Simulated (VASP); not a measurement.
# Ta (P6/mmm) in VASP: a series of runs, part 2 of 2

VASP 6.6.1. The steps go on from the part before.

## Step 4: Relaxation of shape and atoms at fixed volume, PBE

This run uses another cell than the first one, of 9.89 Å³/atom, 0.500 times its volume.

File INCAR:

```
SYSTEM = Ta
ALGO     = Normal         ! electronic algorithm
EDIFF    = 1E-6           ! SCF threshold, eV
EDIFFG   = -0.005         ! ionic threshold
ENCUT    = 600            ! plane-wave cutoff, eV
GGA      = PE             ! functional
IBRION   = 2              ! ionic algorithm
ISIF     = 4              ! what is computed and relaxed
ISMEAR   = -1             ! smearing method
LASPH    = .True.         ! aspherical terms in the spheres
LCHARG   = .False.        ! write CHGCAR
LREAL    = .False.        ! projectors in reciprocal space
LWAVE    = .False.        ! write WAVECAR
NELM     = 80             ! most SCF steps
NSW      = 50             ! ionic steps
PREC     = Accurate       ! precision mode
SIGMA    = 0.05           ! smearing width, eV
```

File KPOINTS:

```
k-points
0
Gamma
  17 17 16
  0 0 0
```

File POSCAR:

```
Ta
1.0
    2.2946278234      0.0000000000      0.0000000000
   -1.1473139117      1.9872059873      0.0000000000
    0.0000000000      0.0000000000      2.1682846738
Ta
1
Direct
    0.0000000000      0.0000000000      0.0000000000
```

Potentials or basis: VASP PAW PBE potentials, release 64 (Ta_pv).

On the command line:

```sh
$ cat potpaw_PBE.64/Ta_pv/POTCAR > POTCAR
$ mpirun -np 1 vasp_std > vasp.out
```

OUTCAR:

```text
SYSTEM = Ta
   EDIFF = 1E-6
   EDIFFG = -0.005
   ENCUT = 600
   GGA = PE
   IBRION = 2
   ISIF = 4
   ISMEAR = -1
   LASPH = .True.
   LREAL = .False.
   NELM = 80
   NSW = 50
   PREC = Accurate

 ion  position               nearest neighbor table
   1  0.000  0.000  0.000-

  LATTYP: Found a hexagonal cell.
 ALAT       =     2.2946278234
 C/A-ratio  =     0.9449395896

  Lattice vectors:

 A1 = (   2.2946278234,   0.0000000000,   0.0000000000)
 A2 = (  -1.1473139117,   1.9872059873,   0.0000000000)
 A3 = (   0.0000000000,   0.0000000000,   2.1682846738)

Analysis of symmetry for initial positions (statically):
=====================================================================
 Subroutine PRICEL returns:
 Original cell was already a primitive cell.

 Routine SETGRP: Setting up the symmetry group for a
 hexagonal supercell.

 Subroutine GETGRP returns: Found 24 space group operations
 (whereof 24 operations were pure point group operations)
 out of a pool of 24 trial point group operations.

The static configuration has the point symmetry D_6h.

Analysis of symmetry for dynamics (positions and initial velocities):
[... 164 lines left out ...]
  -------------------------------------------------------------------------------------
  Total       26.8982955     26.8982955     26.8732766     -0.0000000      0.0000000      0.0000000
  in kB     4358.7694778   4358.7694778   4354.7152512     -0.0000000      0.0000000      0.0000000
  external PRESSURE =    4357.4180690 kB  Pullay stress =       0.0000000 kB
[... 57 lines left out ...]
--------------------------------------- Ionic step        3  -------------------------------------------

 number of electron      11.0000001 magnetization

 Free energy of the ion-electron system (eV)
  ---------------------------------------------------
  ext. energy  EPLUGINS =         0.00000000
  ---------------------------------------------------
  free energy    TOTEN  =        -3.64225048 eV

  energy without entropy =       -3.63872471  energy(sigma->0) =       -3.64048759

 E-fermi :  12.4911     XC(G=0): -15.9667

 val. band max:       12.4699656283   @ k =   0.4706   0.0000   0.5000
 cond. band min:      12.4920987938   @ k =   0.0588   0.0000   0.1875
 fundamental gap:      0.0221331655
 Fermi energy:        12.4910695054

 k-point     1 :       0.0000    0.0000    0.0000
  band No.  band energies     occupation
      1     -19.3149      2.00000
      2     -19.1797      2.00000
      3     -19.1797      2.00000
      4       2.6846      2.00000
      5       4.9190      2.00000
      6      11.5845      2.00000
      7      11.5845      2.00000
      8      25.3972      0.00000
      9      25.3972      0.00000
[... 265 lines left out ...]
 k-point    24 :       0.1765    0.1765    0.0000
  band No.  band energies     occupation
      1     -23.9868      2.00000
      2     -21.0041      2.00000
      3     -18.6469      2.00000
      4       6.5455      2.00000
      5       8.0288      2.00000
      6       9.5719      2.00000
      7      18.0343      0.00000
      8      20.2554      0.00000
      9      22.6752      0.00000

 [... further k-points ...]
[... 5 lines left out ...]
  --------------------------------------------------------------------------------------
  -------------------------------------------------------------------------------------
  Total       26.8908417     26.8908417     26.8894147     -0.0000000     -0.0000000      0.0000000
  in kB     4357.5616075   4357.5616075   4357.3303776     -0.0000000     -0.0000000      0.0000000
  external PRESSURE =    4357.4845309 kB  Pullay stress =       0.0000000 kB
[... 16 lines left out ...]
  FREE ENERGIE OF THE ION-ELECTRON SYSTEM (eV)
  ---------------------------------------------------
  free  energy   TOTEN  =        -3.6422504810 eV

  energy  without entropy=       -3.6387247053  energy(sigma->0) =       -3.64048759

 reached required accuracy - stopping structural energy minimisation
```

OSZICAR:

```text
N       E                     dE             d eps       ncg     rms          rms(c)
DAV:   1     0.601209769126E+02    0.60121E+02   -0.74871E+03  5370   0.145E+03
DAV:   2    -0.341412683992E+01   -0.63535E+02   -0.61782E+02  6515   0.296E+02
[... 14 lines left out ...]
   2 F= -.36421834E+01 E0= -.36403945E+01  d E =0.659560E-04
       N       E                     dE             d eps       ncg     rms          rms(c)
DAV:   1    -0.364235408815E+01   -0.17076E-03   -0.38040E-03  5541   0.657E-01    0.584E-02
DAV:   2    -0.364227526621E+01    0.78822E-04   -0.84441E-05  5690   0.100E-01    0.302E-02
DAV:   3    -0.364225044194E+01    0.24824E-04   -0.62430E-05  6390   0.690E-02    0.137E-02
DAV:   4    -0.364225048097E+01   -0.39028E-07   -0.63280E-07  3568   0.940E-03
   3 F= -.36422505E+01 E0= -.36404876E+01  d E =-.113253E-05
```

CONTCAR:

```text
Ta
   1.00000000000000
     2.2947351160629412   -0.0000000000000000    0.0000000000000000
    -1.1473675580314706    1.9872989054732577    0.0000000000000000
     0.0000000000000000    0.0000000000000000    2.1680819178494359
  Ta
     1
Direct
     0.0000000000000000    1.0000000000000000    0.0000000000000000

  0.00000000E+00  0.00000000E+00  0.00000000E+00
```

It took 16 s on 1 thread of Intel Xeon 6975P-C (Granite Rapids), shared host; peak memory 0.15 GiB.

Results:

```
Free energy               : -3.6423 eV
Energy gained by relaxing : 0.0 meV/atom
Ionic steps               : 3
Pressure after relaxing   : 435.7 GPa
```

Final structure:
```
CELL_PARAMETERS angstrom
2.29474 0.00000 0.00000
-1.14737 1.98730 0.00000
0.00000 0.00000 2.16808
ATOMIC_POSITIONS crystal
Ta 0.00000 0.00000 0.00000
```

Levels at points of the mesh, in eV from the Fermi level:
| k point | band 2 | band 3 | band 4 | band 5 | band 6 | band 7 | band 8 | band 9 |
| --- | --- | --- | --- | --- | --- | --- | --- | --- |
| (0.00, 0.00, 0.00) | -31.67 | -31.67 | -9.81 | -7.57 | -0.91 | -0.91 | 12.91 | 12.91 |
| (0.00, 0.00, 0.50) | -30.86 | -30.86 | -4.98 | 1.30 | 1.30 | 1.94 | 3.59 | 3.59 |

Caveat: spin-orbit coupling is left out, which moves the levels of the heavy elements.
